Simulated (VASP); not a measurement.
Here is a VASP 6.6.1 calculation.

Contents of INCAR:

```
SYSTEM = Si4Mo3
PREC     = Accurate       ! precision mode
ENCUT    = 520            ! plane-wave cutoff, eV
EDIFF    = 1E-6           ! SCF threshold, eV
ISMEAR   = 0              ! smearing method
SIGMA    = 0.1            ! smearing width, eV
LREAL    = .FALSE.        ! projectors in reciprocal space
LASPH    = .TRUE.         ! aspherical terms in the spheres
NELM     = 60             ! most SCF steps
ALGO     = Normal         ! electronic algorithm
ISIF     = 2              ! what is computed and relaxed
LWAVE    = .FALSE.        ! write WAVECAR
LCHARG   = .FALSE.        ! write CHGCAR
LDIPOL   = .TRUE.       
IDIPOL   = 3            
DIPOL    = 0.5 0.5 0.500
GGA      = PS             ! functional
NBANDS   = 38             ! bands
```

File KPOINTS:

```
regular mesh
0
G
  11 11 1
  0 0 0
```

File POSCAR:

```
Si4Mo3
1.0
    3.1900701696      0.0000000000      0.0000000000
    0.0000000000      3.1900701696      0.0000000000
    0.0000000000      0.0000000000     22.8213840036
Mo Si
3 4
Direct
    0.5000000000      0.5000000000      0.3331108049
    0.0000000000      0.0000000000      0.5000000100
    0.5000000000      0.5000000000      0.6668891828
    0.0000000000      0.0000000000      0.3828025352
    0.5000000000      0.5000000000      0.4422894726
    0.5000000000      0.5000000000      0.5577105355
    0.0000000000      0.0000000000      0.6171974590
```

Potentials or basis: VASP PAW PBE potentials, release 64 (Mo_sv, Si).

Run with:

```sh
$ cat potpaw_PBE.64/Mo_sv/POTCAR potpaw_PBE.64/Si/POTCAR > POTCAR
$ mpirun -np 1 vasp_std > vasp.out
```

(1) What does it give for the band gap on the k mesh?

(2) Predict the largest force.

## Answers

(1) zero (band 29 reaches 3.99 eV, above the bottom of band 30 at 2.29 eV).

(2) 0.028 eV/Å.

Caveat: the PAW data sets were made with another functional, which shifts forces and pressure a little.
